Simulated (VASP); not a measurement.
# Li3MnH (Pm-3m) in VASP: single point with PBE

Aim: the single point of Li3MnH with PBE.

Program: VASP 6.6.1. These are calculated values, not measurements. Logs are shortened: lines on timing, memory, paths and dates and some standing lists are left out, and cuts for length are marked.

## (1) The cell of the first run

The structure is cubic, space group Pm-3m (No. 221). Conventional cell: a = 4.056 Å, b = 4.056 Å, c = 4.056 Å, α = 90.00°, β = 90.00°, γ = 90.00°. Within 2.7 Å of Li (site symmetry 4/mmm) lie 2 H at 2.03 Å. Mn (site symmetry m-3m) has 12 Li at 2.87 Å and 8 H at 3.51 Å within 3.8 Å. Within 2.7 Å of H (site symmetry m-3m) lie 6 Li at 2.03 Å.

The cell was built from a structure type or drawn by symmetry, and may not be a known phase.

## (2) Single point, PBE, collinear spin, ferromagnetic start

The input, INCAR:

```
  PREC = Accurate
  ENCUT = 520
  EDIFF = 1E-6
  ISMEAR = 0
  SIGMA = 0.1
  LREAL = F
  LASPH = T
  NELM = 150
  ALGO = Normal
  ISIF = 2
  LWAVE = F
  LCHARG = F
  ISPIN = 2
  MAGMOM = 0 0 0 4.34 0
  LORBIT = 11
  LMAXMIX = 4
  GGA = PE
  NBANDS = 24
```

The input, KPOINTS:

```
regular mesh
0
Gamma
  10 10 10
```

The input, POSCAR:

```
Li3MnH
1.0
    4.0562365990      0.0000000000      0.0000000000
    0.0000000000      4.0562365990      0.0000000000
    0.0000000000      0.0000000000      4.0562365990
Li Mn H
3 1 1
Direct
    0.0000000000      0.5000000000      0.5000000000
    0.5000000000      0.0000000000      0.5000000000
    0.5000000000      0.5000000000      0.0000000000
    0.0000000000      0.0000000000      0.0000000000
    0.5000000000      0.5000000000      0.5000000000
```

Potentials or basis: VASP PAW PBE potentials, release 64 (Li_sv, Mn_pv, H).

Command:

```
$ cat potpaw_PBE.64/Li_sv/POTCAR potpaw_PBE.64/Mn_pv/POTCAR potpaw_PBE.64/H/POTCAR > POTCAR
$ mpirun -np 1 vasp_std > vasp.out
```

OUTCAR:

```text
PREC = Accurate
   ENCUT = 520
   EDIFF = 1E-6
   ISMEAR = 0
   LREAL = F
   LASPH = T
   NELM = 150
   ISIF = 2
   ISPIN = 2
   LORBIT = 11
   GGA = PE

 ion  position               nearest neighbor table
   1  0.000  0.500  0.500-   4 2.87   4 2.87   4 2.87   4 2.87
   2  0.500  0.000  0.500-   4 2.87   4 2.87   4 2.87   4 2.87
   3  0.500  0.500  0.000-   4 2.87   4 2.87   4 2.87   4 2.87
   4  0.000  0.000  0.000-   1 2.87   2 2.87   3 2.87   1 2.87   2 2.87   1 2.87   3 2.87   1 2.87
                             2 2.87   3 2.87   2 2.87   3 2.87
   5  0.500  0.500  0.500-

  LATTYP: Found a simple cubic cell.
 ALAT       =     4.0562365990

  Lattice vectors:

 A1 = (   4.0562365990,   0.0000000000,   0.0000000000)
 A2 = (   0.0000000000,   4.0562365990,   0.0000000000)
 A3 = (   0.0000000000,   0.0000000000,   4.0562365990)

Analysis of symmetry for initial positions (statically):
=====================================================================
 Subroutine PRICEL returns:
 Original cell was already a primitive cell.

 Routine SETGRP: Setting up the symmetry group for a
 simple cubic supercell.

 Subroutine GETGRP returns: Found 48 space group operations
 (whereof 48 operations were pure point group operations)
 out of a pool of 48 trial point group operations.

The static configuration has the point symmetry O_h .

Analysis of symmetry for dynamics (positions and initial velocities):
=====================================================================
 Subroutine PRICEL returns:
 Original cell was already a primitive cell.

 Routine SETGRP: Setting up the symmetry group for a
 simple cubic supercell.

 Subroutine GETGRP returns: Found 48 space group operations
 (whereof 48 operations were pure point group operations)
 out of a pool of 48 trial point group operations.

The dynamic configuration has the point symmetry O_h .

Analysis of structural, dynamic, and magnetic symmetry:
=====================================================================
 Subroutine PRICEL returns:
 Original cell was already a primitive cell.

 Routine SETGRP: Setting up the symmetry group for a
 simple cubic supercell.

 Subroutine GETGRP returns: Found 48 space group operations
 (whereof 48 operations were pure point group operations)
 out of a pool of 48 trial point group operations.

The overall configuration has the point symmetry O_h .

 Subroutine INISYM returns: Found 48 space group operations
 (whereof 48 operations are pure point group operations),
 and found     1 'primitive' translations

----------------------------------------------------------------------------------------

                                     Primitive cell

  volume of cell :      66.7375

  direct lattice vectors                    reciprocal lattice vectors
     4.056236599  0.000000000  0.000000000     0.246533942  0.000000000  0.000000000
     0.000000000  4.056236599  0.000000000     0.000000000  0.246533942  0.000000000
     0.000000000  0.000000000  4.056236599     0.000000000  0.000000000  0.246533942

  length of vectors
     4.056236599  4.056236599  4.056236599     0.246533942  0.246533942  0.246533942

  position of ions in fractional coordinates (direct lattice)
     0.000000000  0.500000000  0.500000000
     0.500000000  0.000000000  0.500000000
     0.500000000  0.500000000  0.000000000
     0.000000000  0.000000000  0.000000000
     0.500000000  0.500000000  0.500000000

  ion indices of the primitive-cell ions
   primitive index   ion index
                 1           1
                 2           2
                 3           3
                 4           4
                 5           5

----------------------------------------------------------------------------------------

 KPOINTS: regular mesh

Automatic generation of k-mesh.
 Grid dimensions read from file:
 generate k-points for:   10   10   10

 Generating k-lattice:

  Cartesian coordinates                     Fractional coordinates (reciprocal lattice)
     0.024653394  0.000000000  0.000000000     0.100000000  0.000000000  0.000000000
     0.000000000  0.024653394  0.000000000     0.000000000  0.100000000  0.000000000
     0.000000000  0.000000000  0.024653394     0.000000000  0.000000000  0.100000000

  Length of vectors
     0.024653394  0.024653394  0.024653394

  Shift w.r.t. Gamma in fractional coordinates (k-lattice)
     0.000000000  0.000000000  0.000000000

 Subroutine IBZKPT returns following result:
 ===========================================

 Found     56 irreducible k-points:

 Following reciprocal coordinates:
            Coordinates               Weight
  0.000000  0.000000  0.000000      1.000000
  0.100000  0.000000  0.000000      6.000000
  0.200000  0.000000  0.000000      6.000000
  0.300000  0.000000  0.000000      6.000000
  0.400000  0.000000  0.000000      6.000000
  0.500000  0.000000  0.000000      3.000000
[... 16 lines left out ...]
  0.200000  0.100000  0.100000     24.000000
  0.300000  0.100000  0.100000     24.000000
 [... further k-points ...]
   k-points           NKPTS =     56   k-points in BZ     NKDIM =     56   number of bands    NBANDS=     24
   number of dos      NEDOS =    301   number of ions     NIONS =      5
   total plane-waves  NPLWV =  27000
   dimension x,y,z NGX =    30 NGY =   30 NGZ =   30
   dimension x,y,z NGXF=    60 NGYF=   60 NGZF=   60
   ions per type =               3   1   1
   NGX,Y,Z   is equivalent  to a cutoff of  12.30, 12.30, 12.30 a.u.
   NGXF,Y,Z  is equivalent  to a cutoff of  24.59, 24.59, 24.59 a.u.
 SYSTEM =  unknown system
   PREC   = accura    normal or accurate (medium, high low for compatibility)
   ISTART =      0    job   : 0-new  1-cont  2-samecut
   ICHARG =      2    charge: 1-file 2-atom 10-const
   ISPIN  =      2    spin polarized calculation?
   LNONCOLLINEAR =      F non collinear calculations
   LSORBIT =      F    spin-orbit coupling
   LASPH  =      T    aspherical Exc in radial PAW
   ENCUT  =  520.0 eV  38.22 Ry    6.18 a.u.   7.54  7.54  7.54*2*pi/ulx,y,z
   NELM   =    150;   NELMIN=  2; NELMDL= -5     # of ELM steps
   EDIFF  = 0.1E-05   stopping-criterion for ELM
   LREAL  =      F    real-space projection
   EDIFFG = 0.1E-04   stopping-criterion for IOM
   NSW    =      0    number of steps for IOM
   IBRION =     -1    ionic relax: 0-MD 1-quasi-New 2-CG
   NFREE  =      0    steps in history (QN), initial steepest desc. (CG)
   ISIF   =      2    stress and relaxation
   ISYM   =      2    0-nonsym 1-usesym 2-fastsym
   POTIM  = 0.5000    time-step for ionic-motion
   TEBEG  =    0.0;   TEEND  =   0.0 temperature during run
   PSTRESS=    0.0 pullay stress
   NELECT =      23.0000    total number of electrons
   NUPDOWN=      -1.0000    fix difference up-down
   EMIN   =  10.00;   EMAX   =-10.00  energy-range for DOS
   EFERMI =   0.00;   METHOD = LEGACY
   ISMEAR =     0;   SIGMA  =   0.10  broadening in eV -4-tet -1-fermi 0-gaus
   EFERMI_NEDOS =   21; number of points for ismear=-14 and -15
   IALGO  =     38    algorithm
   IMIX   =      4    mixing-type and parameters
     AMIX     =   0.40;   BMIX     =  1.00
     AMIX_MAG =   1.60;   BMIX_MAG =  1.00
  volume/ion in A,a.u.               =      13.35        90.07
  Fermi-wavevector in a.u.,A,eV,Ry     =   1.147786  2.169001 17.924480  1.317412
  Thomas-Fermi vector in A             =   2.284464
   LORBIT       =     11    0 simple, 1 ext, 2 COOP (PROOUT), +10 PAW based schemes
   GGA     = PE    functional components
   LHFCALC =     F    Hartree Fock is set to
   AEXX    =    0.0000 exact exchange contribution
   IVDW    =     0    specifies the selected vdW correction
   LEPSILON=     F    determine dielectric tensor
   LRPA    =     F    only Hartree local field effects (RPA)
 spin polarized calculation
 Gauss-broadening in eV      SIGMA  =   0.10
  energy-cutoff  :      520.00
  volume of cell :       66.74
 maximum number of plane-waves:      1856
   NGX = 15   NGY = 15   NGZ = 15

 number of electron      23.0000025 magnetization       3.8077736

 Free energy of the ion-electron system (eV)
  ---------------------------------------------------
  ext. energy  EPLUGINS =         0.00000000
  ---------------------------------------------------
  free energy    TOTEN  =       -17.08520519 eV

  energy without entropy =      -17.06751244  energy(sigma->0) =      -17.07635881

 E-fermi :   2.5263     XC(G=0):  -8.7961

 val. band max:        2.5173104333   @ k =   0.5000   0.4000   0.1000
 cond. band min:       2.5301497660   @ k =   0.2000   0.0000   0.0000
 fundamental gap:      0.0128393327
 Fermi energy:         2.5263060158

 spin component 1

 k-point     1 :       0.0000    0.0000    0.0000
  band No.  band energies     occupation
      1     -47.5422      1.00000
      2     -47.5422      1.00000
      3     -47.5422      1.00000
      4     -43.2563      1.00000
      5     -43.2168      1.00000
      6     -43.2168      1.00000
[... 15 lines left out ...]
     22      12.4111      0.00000
     23      12.4111      0.00000

 k-point     2 :       0.1000    0.0000    0.0000
  band No.  band energies     occupation
      1     -47.5423      1.00000
      2     -47.5422      1.00000
      3     -47.5422      1.00000
      4     -43.2554      1.00000
      5     -43.2177      1.00000
      6     -43.2169      1.00000
[... 15 lines left out ...]
     22      12.3078      0.00000
     23      12.3609      0.00000
[... 544 lines left out ...]
     22      12.6100      0.00000
     23      12.7907      0.00000

 k-point    24 :       0.3000    0.1000    0.1000
  band No.  band energies     occupation
      1     -47.5429      1.00000
      2     -47.5422      1.00000
      3     -47.5422      1.00000
      4     -43.2476      1.00000
      5     -43.2237      1.00000
      6     -43.2179      1.00000
[... 15 lines left out ...]
     22      12.8789      0.00000
     23      12.9285      0.00000

 [... further k-points ...]

 spin component 2

 k-point     1 :       0.0000    0.0000    0.0000
  band No.  band energies     occupation
      1     -43.4010      1.00000
      2     -43.4010      1.00000
      3     -43.4010      1.00000
      4     -43.2939      1.00000
      5     -43.2537      1.00000
      6     -43.2537      1.00000
[... 15 lines left out ...]
     22      12.8717      0.00000
     23      12.8717      0.00000

 k-point     2 :       0.1000    0.0000    0.0000
  band No.  band energies     occupation
      1     -43.4021      1.00000
      2     -43.4010      1.00000
      3     -43.4010      1.00000
      4     -43.2923      1.00000
      5     -43.2543      1.00000
      6     -43.2537      1.00000
[... 15 lines left out ...]
     22      12.5792      0.00000
     23      12.5792      0.00000
[... 544 lines left out ...]
     22      12.2587      0.00000
     23      13.0245      0.00000

 k-point    24 :       0.3000    0.1000    0.1000
  band No.  band energies     occupation
      1     -43.4077      1.00000
      2     -43.4018      1.00000
      3     -43.4012      1.00000
      4     -43.2802      1.00000
      5     -43.2589      1.00000
      6     -43.2547      1.00000
[... 15 lines left out ...]
     22      12.5381      0.00000
     23      13.3294      0.00000

 [... further k-points ...]

 [bands above 23 left out]

------------------------ aborting loop because EDIFF is reached ----------------------------------------

  FORCE on cell =-STRESS in cart. coord.  units (eV):
  Direction    XX          YY          ZZ          XY          YZ          ZX
  --------------------------------------------------------------------------------------
  -------------------------------------------------------------------------------------
  Total       -0.0291333     -0.0291333     -0.0291333     -0.0000000      0.0000000     -0.0000000
  in kB       -0.6994083     -0.6994083     -0.6994083     -0.0000000      0.0000000     -0.0000000
  external PRESSURE =      -0.6994083 kB  Pullay stress =       0.0000000 kB

 VOLUME and BASIS-vectors are now :
 -----------------------------------------------------------------------------
  energy-cutoff  :      520.00
  volume of cell :       66.74
      direct lattice vectors                 reciprocal lattice vectors
     4.056236599  0.000000000  0.000000000     0.246533942  0.000000000  0.000000000
     0.000000000  4.056236599  0.000000000     0.000000000  0.246533942  0.000000000
     0.000000000  0.000000000  4.056236599     0.000000000  0.000000000  0.246533942

 POSITION                                       TOTAL-FORCE (eV/Angst)
 -----------------------------------------------------------------------------------
      0.00000      2.02812      2.02812         0.000000      0.000000      0.000000
      2.02812      0.00000      2.02812         0.000000      0.000000      0.000000
      2.02812      2.02812      0.00000         0.000000      0.000000      0.000000
      0.00000      0.00000      0.00000         0.000000      0.000000      0.000000
      2.02812      2.02812      2.02812         0.000000      0.000000      0.000000
 -----------------------------------------------------------------------------------
    total drift:                                0.000000      0.000000     -0.000000

  FREE ENERGIE OF THE ION-ELECTRON SYSTEM (eV)
  ---------------------------------------------------
  free  energy   TOTEN  =       -17.0852051890 eV

  energy  without entropy=      -17.0675124356  energy(sigma->0) =      -17.07635881

 total charge

# of ion       s       p       d       tot
------------------------------------------
    1        2.028   0.065   0.000   2.093
    2        2.028   0.065   0.000   2.093
    3        2.028   0.065   0.000   2.093
    4        0.355   6.114   4.909  11.378
    5        0.504   0.004   0.000   0.508
--------------------------------------------------
tot          6.943   6.313   4.909  18.165

 magnetization (x)

# of ion       s       p       d       tot
------------------------------------------
    1       -0.005  -0.011   0.000  -0.016
    2       -0.005  -0.011   0.000  -0.016
    3       -0.005  -0.011   0.000  -0.016
    4        0.061  -0.021   3.897   3.936
    5        0.018  -0.001   0.000   0.017
--------------------------------------------------
tot          0.063  -0.054   3.897   3.905
```

Wall time 2.3 min (1 thread of Intel Xeon Platinum 8488C (Sapphire Rapids), shared host); peak memory 0.27 GiB.

What came out:

```
Free energy                                           : -17.0852 eV
Net moment                                            : 3.81 μB per cell
Site moments                                          : Li -0.02; Mn +3.94; H +0.02 μB
Valence electrons inside the program's atomic spheres : Li 2.09; Mn 11.38; H 0.51
```

Caveat: the cutoff is under 1.25 times the usual one of these potentials, so pressure, stress and relaxed cells hold a basis-set (Pulay) error.
